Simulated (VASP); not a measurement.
## Pt: single point with PBE

Crystal: Pt.

```
Pt
1.0
     0.00000    1.96090    1.96090
     1.96090    0.00000    1.96090
     1.96090    1.96090    0.00000
Pt
1
Direct
  0.00000 0.00000 0.00000
```

| Item | Value |
| --- | --- |
| Program | VASP 6.6.1 |
| Task | single point |
| Functional | PBE |
| Potentials or basis | VASP PAW PBE potentials, release 64 (Pt) |
| Cutoff | 500 eV |
| k mesh | 13 × 13 × 13 |
| Occupations | gaussian, width 0.5 eV |
| Spin | no spin polarisation |

| Property | Result |
| --- | --- |
| Pressure | 10.8 GPa |
| Band gap on the k mesh | zero (bands 5 and 6 overlap by 2.17 eV) |

Levels at points of the mesh, in eV from the Fermi level:
```
           k point  band 2  band 3  band 4  band 5  band 6  band 7  band 8  band 9
(0.00, 0.00, 0.00)   -3.82   -3.82   -3.82   -1.67   -1.67   14.61   19.57   19.57
```

Run time: 8 s on 1 thread of AMD EPYC 7R13 Processor (Zen 3), with other jobs on the host, peak memory 0.1 GiB.

Caveat: the cell stands under pressure; so wide a smearing shifts energies and pressures; spin-orbit coupling is left out, which moves the levels of the heavy elements.
